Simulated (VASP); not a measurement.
Runs of VASP 6.6.1 on C. The structure is that of space group Fd-3m (No. 227), or close to it. The cells are those of the table. 

| task | level | cell | cutoff (eV) | gap on the mesh (eV) | pressure (GPa) | relaxed volume (Å³/atom) |
| --- | --- | --- | --- | --- | --- | --- |
| relaxation of cell and atoms | RPBE | relaxed from a = 2.843 Å, angles 60.0°, 2 atoms | 600 | 4.09 | 0.0 | 5.77 |
| single point | RPBE | a = 2.538 Å, angles 60.0°, 2 atoms | 520 | 4.09 | (a) | - |
| relaxation of cell and atoms | PBE | relaxed from a = 2.843 Å, angles 60.0°, 2 atoms | 600 | 4.12 | 0.0 | 5.69 |
| single point | PBE | a = 2.526 Å, angles 60.0°, 2 atoms | 520 | 4.12 | 0.6 | - |

Alike in all rows: potentials or basis VASP PAW PBE potentials, release 64 (C); no spin polarisation; k mesh 14 × 14 × 14; smearing fermi-dirac 0.02 eV.

Problem. Fill in the values left out.

Solution. (a) 0.5.

Caveats: the volume moved by over 15 % at a fixed basis, so the end points are rough (at least some runs); the PAW data sets were made with another functional, which shifts forces and pressure a little (at least some runs).

A k mesh can miss the band edges.
